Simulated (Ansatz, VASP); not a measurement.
# Yb: VASP beside Ansatz

```
Yb
1.0
    -2.15148    2.15148    2.15148
     2.15148   -2.15148    2.15148
     2.15148    2.15148   -2.15148
Yb
1
Direct
  0.00000 0.00000 0.00000
```

Alike in both runs: task single point; functional PBE; k mesh 7 × 7 × 7; occupations fermi-dirac, width 0.05 eV; collinear spin; fixed moment 0.8 μB.

|  | VASP | Ansatz |
| --- | --- | --- |
| version | VASP 6.6.1 | Ansatz 0.2.0 |
| potentials or method | VASP PAW PBE potentials, release 64 (Yb) | Ansatz PAW |
| plane-wave cutoff (eV) | 520 | 420 |
| valence electrons in the cell | 24 | 24 |

|  | VASP | Ansatz | Ansatz less VASP |
| --- | --- | --- | --- |
| pressure (GPa) | -2.2 | -1.6 | +0.61 |
| net moment per atom (μB) | 0.80 | 0.80 | 0.000 |
| size of the moment on the site where the two differ most (μB) | 0.36 | 0.46 | +0.097 |

Site moments also hang on the region over which each program counts them. The functional is the same, so the differences come from potentials, cutoffs and numerics.

Spin-orbit coupling is off throughout.
